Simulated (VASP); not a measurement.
Wanted: the native input for a VASP 6.6.1 run.

```yaml
Task: single point
Functional: PBEsol
Dispersion: D4
Potentials_or_basis: VASP PAW PBE potentials, release 64 (Pd)
Cutoff: 500 eV
k_mesh: 18 × 18 × 18
Occupations: gaussian, width 0.1 eV
Spin: no spin polarisation
Dipole_correction: no
Further_INCAR_settings: ALGO = Normal; EDIFF = 1e-06; NBANDS = 11
```

The structure of Pd lies in POSCAR:

```
Pd
1.0
    0.0000000000      1.9282490008      1.9282490008
    1.9282490008      0.0000000000      1.9282490008
    1.9282490008      1.9282490008      0.0000000000
Pd
1
Direct
    0.0000000000      0.0000000000      0.0000000000
```

One way to write it, as run:

INCAR

```
SYSTEM = Pd
  ALGO = Normal
  EDIFF = 1E-6
  ENCUT = 500
  GGA = PS
  GGA_COMPAT = .FALSE.
  ISIF = 2
  ISMEAR = 0
  IVDW = 13
  LASPH = .TRUE.
  LCHARG = .FALSE.
  LREAL = .FALSE.
  LWAVE = .FALSE.
  NBANDS = 11
  NELM = 120
  PREC = Accurate
  SIGMA = 0.1
```

KPOINTS

```
k-points
0
G
  18 18 18
  0 0 0
```

Potentials or basis: VASP PAW PBE potentials, release 64 (Pd).

The run is started by

```sh
$ cat potpaw_PBE.64/Pd/POTCAR > POTCAR
$ mpirun -np 1 vasp_std > vasp.out
```

Results of the run:

```
Pressure                   : -0.3 GPa
Band gap on the k mesh     : zero (bands 5 and 6 overlap by 1.66 eV)
Dispersion energy per atom : -0.294 eV
```

Caveat: the PAW data sets were made with another functional, which shifts forces and pressure a little.

It took 16 s on 1 thread of Intel(R) Xeon(R) Platinum 8488C (Sapphire Rapids), on a shared host, peak memory 0.14 GiB.
